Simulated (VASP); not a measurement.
# CoSi2 in VASP: relaxation of the atoms with PBE+D3(BJ)

Aim: the relaxation of the atoms of CoSi2 with PBE+D3(BJ).

Program: VASP 6.6.1. These are calculated values, not measurements. Logs are shortened: lines on timing, memory, paths and dates and some standing lists are left out, and cuts for length are marked.

**1. The cell of the first run**

The cell holds a slab with vacuum, 24 atoms: a = 7.501 Å, b = 7.501 Å, c = 20.594 Å, α = 90.00°, β = 90.00°, γ = 120.00°.

**2. Relaxation of the atoms, PBE+D3(BJ)**

Contents of INCAR:

```
  ALGO = Normal
  DIPOL = 0.5 0.5 0.500
  EDIFF = 1E-6
  EDIFFG = -0.03
  ENCUT = 520
  GGA = PE
  IBRION = 2
  IDIPOL = 3
  ISIF = 2
  ISMEAR = 0
  IVDW = 12
  KPAR = 2
  LASPH = T
  LCHARG = F
  LDIPOL = T
  LREAL = Auto
  LWAVE = F
  NELM = 100
  NSW = 90
  PREC = Accurate
  SIGMA = 0.1
```

Contents of KPOINTS:

```
k-points
0
Gamma
  3 3 1
```

Contents of POSCAR:

```
CoSi2
1.0
    7.5013146836      0.0000000000      0.0000000000
   -3.7506573418      6.4963290778      0.0000000000
    0.0000000000      0.0000000000     20.5935983437
Si Co
16 8
Selective dynamics
Direct
    0.5000000000      0.5000000000      0.3884702356  F F F
    0.5000000000      0.0000000000      0.3884702356  F F F
    0.0000000000      0.5000000000      0.3884702356  F F F
    0.0000000000      0.0000000000      0.3884702356  F F F
    0.6666666667      0.3333333333      0.4628234119  F F F
    0.6666666667      0.8333333333      0.4628234119  F F F
    0.1666666667      0.3333333333      0.4628234119  F F F
    0.1666666667      0.8333333333      0.4628234119  F F F
    0.8333333333      0.6666666667      0.5371765881  T T T
    0.8333333333      0.1666666667      0.5371765881  T T T
    0.3333333333      0.6666666667      0.5371765881  T T T
    0.3333333333      0.1666666667      0.5371765881  T T T
    0.0000000000      0.5000000000      0.6115297644  T T T
    0.0000000000      0.0000000000      0.6115297644  T T T
    0.5000000000      0.5000000000      0.6115297644  T T T
    0.5000000000      0.0000000000      0.6115297644  T T T
    0.3333333333      0.1666666667      0.4256468237  F F F
    0.3333333333      0.6666666667      0.4256468237  F F F
    0.8333333333      0.1666666667      0.4256468237  F F F
    0.8333333333      0.6666666667      0.4256468237  F F F
    0.6666666667      0.3333333333      0.5743531763  T T T
    0.6666666667      0.8333333333      0.5743531763  T T T
    0.1666666667      0.3333333333      0.5743531763  T T T
    0.1666666667      0.8333333333      0.5743531763  T T T
```

Potentials or basis: VASP PAW PBE potentials, release 64 (Si, Co).

The run is started by

```bash
$ cat potpaw_PBE.64/Si/POTCAR potpaw_PBE.64/Co/POTCAR > POTCAR
$ mpirun -np 2 vasp_std > vasp.out
```

OUTCAR:

```text
EDIFF = 1E-6
   EDIFFG = -0.03
   ENCUT = 520
   GGA = PE
   IBRION = 2
   ISIF = 2
   ISMEAR = 0
   IVDW = 12
   LASPH = T
   LREAL = Auto
   NELM = 100
   NSW = 90
   PREC = Accurate
 IVDW          = 12

 ion  position               nearest neighbor table
   1  0.500  0.500  0.388-  20 2.30  17 2.30  18 2.30   7 2.65   6 2.65   5 2.65
   2  0.500  0.000  0.388-  19 2.30  18 2.30  17 2.30   8 2.65   5 2.65   6 2.65
   3  0.000  0.500  0.388-  18 2.30  19 2.30  20 2.30   5 2.65   8 2.65   7 2.65
   4  0.000  0.000  0.388-  17 2.30  20 2.30  19 2.30   6 2.65   7 2.65   8 2.65
   5  0.667  0.333  0.463-  21 2.30  19 2.30  17 2.30  20 2.30  10 2.65  12 2.65   9 2.65   3 2.65
                             2 2.65   1 2.65
   6  0.667  0.833  0.463-  22 2.30  20 2.30  18 2.30  19 2.30   9 2.65  11 2.65  10 2.65   4 2.65
                             1 2.65   2 2.65
   7  0.167  0.333  0.463-  23 2.30  17 2.30  19 2.30  18 2.30  12 2.65  10 2.65  11 2.65   1 2.65
                             4 2.65   3 2.65
   8  0.167  0.833  0.463-  24 2.30  18 2.30  20 2.30  17 2.30  11 2.65   9 2.65  12 2.65   2 2.65
                             3 2.65   4 2.65
   9  0.833  0.667  0.537-  20 2.30  22 2.30  24 2.30  21 2.30   6 2.65   8 2.65   5 2.65  15 2.65
                            14 2.65  13 2.65
  10  0.833  0.167  0.537-  19 2.30  21 2.30  23 2.30  22 2.30   5 2.65   7 2.65   6 2.65  16 2.65
                            13 2.65  14 2.65
  11  0.333  0.667  0.537-  18 2.30  24 2.30  22 2.30  23 2.30   8 2.65   6 2.65   7 2.65  13 2.65
[... 22 lines left out ...]
 A1 = (   7.5013146836,   0.0000000000,   0.0000000000)
 A2 = (  -3.7506573418,   6.4963290778,   0.0000000000)
 A3 = (   0.0000000000,   0.0000000000,  20.5935983437)

Analysis of symmetry for initial positions (statically):
=====================================================================
 Subroutine PRICEL returns following result:

  LATTYP: Found a hexagonal cell.
 ALAT       =     3.7506573418
 C/A-ratio  =     5.4906637602
[... 12 lines left out ...]
 Subroutine GETGRP returns: Found 12 space group operations
 (whereof 12 operations were pure point group operations)
 out of a pool of 24 trial point group operations.

The static configuration has the point symmetry D_3d.

Analysis of symmetry for dynamics (positions and initial velocities):
=====================================================================
 Subroutine PRICEL returns following result:

  LATTYP: Found a hexagonal cell.
 ALAT       =     3.7506573418
 C/A-ratio  =     5.4906637602
[... 12 lines left out ...]
 Subroutine GETGRP returns: Found 12 space group operations
 (whereof 12 operations were pure point group operations)
 out of a pool of 24 trial point group operations.

The dynamic configuration has the point symmetry D_3d.

[... 151 lines left out ...]
 number of electron     136.0000008 magnetization

 Free energy of the ion-electron system (eV)
  ---------------------------------------------------
  ext. energy  EPLUGINS =         0.00000000
  ---------------------------------------------------
  free energy    TOTEN  =      -145.57957360 eV

  energy without entropy =     -145.52553883  energy(sigma->0) =     -145.55255622

------------------------ aborting loop because EDIFF is reached ----------------------------------------

 Edisp (eV)   -7.13268

 E8    (eV) :    -3.1579
[... 47 lines left out ...]
  FREE ENERGIE OF THE ION-ELECTRON SYSTEM (eV)
  ---------------------------------------------------
  free  energy   TOTEN  =      -152.7122493791 eV

  energy  without entropy=     -152.6582146128  energy(sigma->0) =     -152.68523200

 dipolmoment           0.000000      0.000000     -0.000001 electrons x Angstroem

--------------------------------------- Ionic step        2  -------------------------------------------

 number of electron     136.0000006 magnetization

------------------------ aborting loop because EDIFF is reached ----------------------------------------
[... 121 lines left out ...]
 number of electron     135.9999996 magnetization

------------------------ aborting loop because EDIFF is reached ----------------------------------------

 vacuum level on the upper side and lower side of the slab       (xc-potential included)        -0.064        -0.185

 Edisp (eV)   -7.13520

 E8    (eV) :    -3.1587

  FORCE on cell =-STRESS in cart. coord.  units (eV):
  Direction    XX          YY          ZZ          XY          YZ          ZX
  --------------------------------------------------------------------------------------
  -------------------------------------------------------------------------------------
  Total      -9.20902    -9.20902    -1.02289     0.00000     0.00000     0.00000
  in kB     -14.70234   -14.70234    -1.63306     0.00000     0.00000     0.00000
  external pressure =      -10.35 kB  Pullay stress =        0.00 kB
[... 107 lines left out ...]
--------------------------------------- Ionic step        6  -------------------------------------------

 number of electron     135.9999998 magnetization

 dipolmoment           0.000000      0.000000      0.028732 electrons x Angstroem

 Free energy of the ion-electron system (eV)
  ---------------------------------------------------
  ext. energy  EPLUGINS =         0.00000000
  ---------------------------------------------------
  free energy    TOTEN  =      -145.65513715 eV

  energy without entropy =     -145.60921043  energy(sigma->0) =     -145.63217379

 E-fermi :  -0.3788     XC(G=0):  -4.4718

 val. band max:       -0.5578142445   @ k =   0.3333  -0.0000   0.0000
 cond. band min:      -0.3765852327   @ k =   0.3333   0.3333   0.0000
 fundamental gap:      0.1812290118
 Fermi energy:        -0.3788001304

 k-point     1 :       0.0000    0.0000    0.0000
  band No.  band energies     occupation
      1     -12.9348      2.00000
      2     -10.9003      2.00000
      3      -9.9945      2.00000
      4      -9.9945      2.00000
      5      -9.9945      2.00000
      6      -9.4589      2.00000
[... 238 lines left out ...]
     79       2.3151      0.00000
     80       2.3151      0.00000
 [bands above 80 left out]

------------------------ aborting loop because EDIFF is reached ----------------------------------------

 vacuum level on the upper side and lower side of the slab       (xc-potential included)         0.045        -0.060

 Edisp (eV)   -7.13863

 E8    (eV) :    -3.1604

  FORCE on cell =-STRESS in cart. coord.  units (eV):
  Direction    XX          YY          ZZ          XY          YZ          ZX
  --------------------------------------------------------------------------------------
  -------------------------------------------------------------------------------------
  Total      -9.31025    -9.31025    -0.42896    -0.00000     0.00000     0.00000
  in kB     -14.86395   -14.86395    -0.68484    -0.00000     0.00000     0.00000
  external pressure =      -10.14 kB  Pullay stress =        0.00 kB
[... 39 lines left out ...]
  FREE ENERGIE OF THE ION-ELECTRON SYSTEM (eV)
  ---------------------------------------------------
  free  energy   TOTEN  =      -152.7937695327 eV

  energy  without entropy=     -152.7478428210  energy(sigma->0) =     -152.77080618

 reached required accuracy - stopping structural energy minimisation

 vacuum level on the upper side and lower side of the slab         4.656         4.548
```

OSZICAR:

```text
N       E                     dE             d eps       ncg     rms          rms(c)
DAV:   1     0.956176621290E+03    0.95618E+03   -0.50508E+04   486   0.137E+03
DAV:   2    -0.648625216859E+02   -0.10210E+04   -0.99221E+03   563   0.330E+02
DAV:   3    -0.154324284309E+03   -0.89462E+02   -0.87564E+02   555   0.129E+02
[... 86 lines left out ...]
DAV:   4    -0.145655138007E+03   -0.17012E-04   -0.32959E-04   595   0.851E-02    0.205E-02
DAV:   5    -0.145655140373E+03   -0.23665E-05   -0.55174E-05   708   0.557E-02    0.182E-02
DAV:   6    -0.145655138532E+03    0.18410E-05   -0.26763E-05   674   0.267E-02    0.197E-02
DAV:   7    -0.145655137607E+03    0.92528E-06   -0.29418E-05   721   0.537E-02    0.735E-03
DAV:   8    -0.145655137145E+03    0.46164E-06   -0.47467E-06   449   0.180E-02
   6 F= -.15279377E+03 E0= -.15277081E+03  d E =-.176592E-02
```

Wall time 21 min (2 MPI ranks of Intel Xeon Platinum 8488C (Sapphire Rapids), shared host); peak memory 1.1 GiB.

What came out:

| Item | Value |
| --- | --- |
| Free energy | -152.7938 eV |
| Energy gained by relaxing | 3.4 meV/atom |
| Ionic steps | 6 |
| Band gap on the k mesh | 0.09 eV |
| Dispersion energy per atom | -0.297 eV |

Step by step:
```csv
step,energy change (eV),largest force on free atoms (eV/Å),pressure (GPa)
1,0.0000,0.6014,-0.98
2,-0.0731,0.1470,-1.02
3,-0.0798,0.0771,-1.03
4,-0.0798,0.0741,-1.03
5,-0.0811,0.0369,-1.02
6,-0.0815,0.0256,-1.01
```

Final structure:
```
Si Co
1.0
     7.50131    0.00000    0.00000
    -3.75066    6.49633    0.00000
     0.00000    0.00000   20.59360
Si Co
16 8
Direct
  0.50000 0.50000 0.38847
  0.50000 0.00000 0.38847
  0.00000 0.50000 0.38847
  0.00000 0.00000 0.38847
  0.66667 0.33333 0.46282
  0.66667 0.83333 0.46282
  0.16667 0.33333 0.46282
  0.16667 0.83333 0.46282
  0.83333 0.66667 0.53572
  0.83333 0.16667 0.53572
  0.33333 0.66667 0.53572
  0.33333 0.16667 0.53572
  0.00000 0.50000 0.61035
  0.00000 0.00000 0.61035
  0.50000 0.50000 0.61035
  0.50000 0.00000 0.61035
  0.33333 0.16667 0.42565
  0.33333 0.66667 0.42565
  0.83333 0.16667 0.42565
  0.83333 0.66667 0.42565
  0.66667 0.33333 0.57620
  0.66667 0.83333 0.57620
  0.16667 0.33333 0.57620
  0.16667 0.83333 0.57620
```

Caveat: the smearing spreads over this small gap.

The gap in the log of VASP goes by the Fermi energy; the results here count the filled bands.